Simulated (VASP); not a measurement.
A run of VASP 6.6.1:

File POSCAR:

```
Ga2O3
1.0
    2.4923023535      1.4389314347      4.4806666158
   -2.4923023535      1.4389314347      4.4806666158
    0.0000000000     -2.8778628693      4.4806666158
Ga O
4 6
Direct
    0.3554023483      0.3554023483      0.3554023483
    0.1445976517      0.1445976517      0.1445976517
    0.6445976517      0.6445976517      0.6445976517
    0.8554023483      0.8554023483      0.8554023483
    0.5536262452      0.9463737548      0.2500000000
    0.2500000000      0.5536262452      0.9463737548
    0.9463737548      0.2500000000      0.5536262452
    0.4463737548      0.0536262452      0.7500000000
    0.7500000000      0.4463737548      0.0536262452
    0.0536262452      0.7500000000      0.4463737548
```

The input INCAR.step1:

```
  ALGO = Normal
  EDIFF = 1E-4
  ENCUT = 520
  GGA = PE
  ISMEAR = 0
  LASPH = True
  LCHARG = False
  LREAL = False
  LWAVE = True
  NBANDS = 55
  NELM = 100
  PREC = Accurate
  SIGMA = 0.05
```

File INCAR.step2:

```
  ALGO = Normal
  EDIFF = 1E-6
  ENCUT = 520
  ISIF = 2
  ISMEAR = 0
  ISTART = 1
  LASPH = True
  LCHARG = False
  LMIXTAU = True
  LREAL = False
  LWAVE = False
  METAGGA = R2SCAN
  NBANDS = 55
  NELM = 100
  PREC = Accurate
  SIGMA = 0.05
```

File KPOINTS:

```
k-points
0
Gamma
  6 6 6
```

Potentials or basis: VASP PAW PBE potentials, release 64 (Ga_d, O).

Run with:

```console
$ cat potpaw_PBE.64/Ga_d/POTCAR potpaw_PBE.64/O/POTCAR > POTCAR
$ cp INCAR.step1 INCAR
$ mpirun -np 1 vasp_std > vasp.out
$ cp INCAR.step2 INCAR
$ mpirun -np 1 vasp_std > vasp.out
```

Hardware: 1 thread of Oxide Virtual Turin-like Processor, on a shared host.

Question: Estimate the wall time of this run.

Answer: Run time: 21 min on 1 thread of Oxide Virtual Turin-like Processor (shared host), peak memory 0.29 GiB. Counts: k points 32.
